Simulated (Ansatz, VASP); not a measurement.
I: VASP beside Ansatz

The input INCAR:

```
PREC = Accurate
ENCUT = 500
EDIFF = 1E-6
ISMEAR = 0
SIGMA = 0.1
LREAL = False
LASPH = True
NELM = 120
ALGO = Normal
ISIF = 2
LWAVE = False
LCHARG = True
GGA = PE
LELF = True
LVHAR = True
NBANDS = 10
GGA_COMPAT = False
```

Contents of KPOINTS:

```
regular mesh
0
Gamma
  12 12 18
```

File POSCAR:

```
I
1.0
    2.4827314056     -3.6254127841      0.0000000000
    2.4827314056      3.6254127841      0.0000000000
   -1.5853614693      0.0000000000      2.3289279441
I
1
Direct
    0.5000000000      0.5000000000      0.5000000000
```

Input for Ansatz:

```yaml
crystal:
  lattice:
    - [2.4827314056, -3.6254127841, 0.0]
    - [2.4827314056, 3.6254127841, 0.0]
    - [-1.5853614693, 0.0, 2.3289279441]
  atoms:
    - { symbol: I, position: [0.5, 0.5, 0.5] }
basis:
  ecutwfc: 420
kpoints:
  mp_grid: { grid: [12, 12, 18] }
hamiltonian:
  xc: pbe
scf:
  occupations: { method: gaussian, width: 0.1 }
output:
  forces: true
  stress: true
  eigenvalues: true
```

Alike in both runs: task single point; functional PBE; k mesh 12 × 12 × 18; occupations gaussian, width 0.1 eV; no spin polarisation.

|  | VASP | Ansatz |
| --- | --- | --- |
| version | VASP 6.6.1 | Ansatz 0.2.0 |
| potentials or method | VASP PAW PBE potentials, release 64 (I), cutoff 500 eV | scalar-relativistic, plane waves, PAW |
| valence electrons in the cell | 7 | 17 |

```csv
,VASP,Ansatz,Ansatz less VASP
gap on the k mesh at the Fermi level (eV),none,none,-
pressure (GPa),3.6,3.7,+0.06
"traceless stress, the component that is largest in VASP (GPa)",-4.72,-4.79,-0.071
```

A gap of «none» marks a metal or a gap that the smearing closes. VASP's potentials hold 7 valence electrons a cell and Ansatz's 17, so a difference there can come from the potentials and not from the codes.

Spin-orbit coupling is off throughout.
